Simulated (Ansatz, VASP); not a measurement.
# CaO in VASP and in Ansatz

Contents of INCAR:

```
SYSTEM = CaO
  AGGAC = 1.0
  AGGAX = 1.0
  ALDAC = 0.0
  ALDAX = 1.0
  ALGO = Normal
  EDIFF = 1E-6
  ENCUT = 520
  GGA = B5
  ISIF = 2
  ISMEAR = -1
  LASPH = .True.
  LCHARG = .False.
  LREAL = .False.
  LWAVE = .False.
  NBANDS = 15
  NELM = 60
  PREC = Accurate
  SIGMA = 0.05
```

The input KPOINTS:

```
k-points
0
Gamma
  10 10 10
  0 0 0
```

Contents of POSCAR:

```
CaO
1.0
    0.0000000000      2.4194737473      2.4194737473
    2.4194737473      0.0000000000      2.4194737473
    2.4194737473      2.4194737473      0.0000000000
Ca O
1 1
Direct
    0.0000000000      0.0000000000      0.0000000000
    0.5000000000      0.5000000000      0.5000000000
```

input.yaml

```yaml
crystal:
  lattice:
    - [0.0, 2.4194737473, 2.4194737473]
    - [2.4194737473, 0.0, 2.4194737473]
    - [2.4194737473, 2.4194737473, 0.0]
  atoms:
    - { symbol: Ca, position: [0.0, 0.0, 0.0] }
    - { symbol: O, position: [0.5, 0.5, 0.5] }
hamiltonian:
  xc: blyp
  pseudopotentials: { kind: paw }
kpoints:
  mp_grid: { grid: [10, 10, 10] }
scf:
  occupations: { method: fermi_dirac, width: 0.05 }
output:
  forces: true
  stress: true
  eigenvalues: true
  write_density: true
  write_potential: true
  elf: true
  volumetric_format: npy
```

Alike in both runs: task single point; functional BLYP; k mesh 10 × 10 × 10; occupations fermi-dirac, width 0.05 eV; no spin polarisation.

```csv
,VASP,Ansatz
version,VASP 6.6.1,Ansatz 0.2.0
potentials or method,"VASP PAW PBE potentials, release 64 (Ca_sv, O)",Ansatz PAW
plane-wave cutoff (eV),520,420
valence electrons in the cell,16,16
```

```tsv
	VASP	Ansatz	Ansatz less VASP
gap on the k mesh at the Fermi level (eV)	3.73	3.75	+0.022
least direct gap on the mesh (eV)	4.10	4.12	+0.022
pressure (GPa)	2.6	2.0	-0.60
```

VASP's potentials were made for PBE, not for BLYP.
